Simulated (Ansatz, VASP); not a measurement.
**Two plane-wave programs on HfO2**

```
CELL_PARAMETERS angstrom
4.88129 0.00000 0.00000
0.00000 4.88129 0.00000
0.00000 0.00000 3.23803
ATOMIC_POSITIONS crystal
Hf 0.97501 0.97501 0.84018
Hf 0.50000 0.50000 0.50000
O 0.19484 0.80516 0.50000
O 0.30516 0.30516 0.00000
O 0.69484 0.69484 0.00000
O 0.80516 0.19484 0.50000
```

Alike in both runs: task single point; functional PBE; k mesh 6 × 6 × 8; occupations gaussian, width 0.05 eV; no spin polarisation.

|  | VASP | Ansatz |
| --- | --- | --- |
| version | VASP 6.6.1 | Ansatz 0.2.0 |
| potentials or method | VASP PAW PBE potentials, release 64 (Hf_pv, O), cutoff 520 eV | scalar-relativistic, plane waves, PAW |
| valence electrons in the cell | 44 | 76 |

```tsv
	VASP	Ansatz	Ansatz less VASP
gap on the k mesh at the Fermi level (eV)	3.98	4.02	+0.033
least direct gap on the mesh (eV)	4.06	4.10	+0.037
pressure (GPa)	16.4	18.8	+2.47
traceless stress, the component that is largest in VASP (GPa)	-14.09	-14.38	-0.287
rms of the force components (eV/Å)	3.406	3.430	+0.0238
```

Atom by atom the forces differ by 0.046 eV/Å (rms over components). The functional is the same, so the differences come from potentials, cutoffs and numerics. VASP's potentials hold 44 valence electrons a cell and Ansatz's 76, so a difference there can come from the potentials and not from the codes.

Neither program's run includes spin-orbit coupling.
